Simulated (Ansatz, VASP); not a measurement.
**Two plane-wave programs on Si4BW**

```
Si B W
1.0
     4.52812    0.00000    0.00000
    -2.26406    3.92147    0.00000
     0.00000    0.00000    4.58320
Si B W
4 1 1
Direct
  0.33333 0.66667 0.24803
  0.33333 0.66667 0.75197
  0.66667 0.33333 0.75197
  0.66667 0.33333 0.24803
  0.00000 0.00000 0.50000
  0.00000 0.00000 0.00000
```

Alike in both runs: functional PBE; k mesh 6 × 6 × 2; occupations gaussian, width 0.1 eV; no spin polarisation.

Ansatz relaxed the structure, and its values are those at the end. VASP's run is a single point on that final structure, the one shown.

|  | VASP | Ansatz |
| --- | --- | --- |
| version | VASP 6.6.1 | Ansatz 0.2.0 |
| potentials or method | VASP PAW PBE potentials, release 64 (Si, B, W_sv), cutoff 520 eV | scalar-relativistic, plane waves, PAW |
| valence electrons in the cell | 33 | 33 |

|  | VASP | Ansatz | Ansatz less VASP |
| --- | --- | --- | --- |
| gap on the k mesh at the Fermi level (eV) | none | none | - |
| pressure (GPa) | 0.0 | 0.1 | +0.04 |
| rms of the force components (eV/Å) | 0.004 | 0.004 | -0.0005 |

A gap of «none» marks a metal or a gap that the smearing closes.

The k mesh is coarse, so the values compare programs but aren't converged. Neither program's run includes spin-orbit coupling.
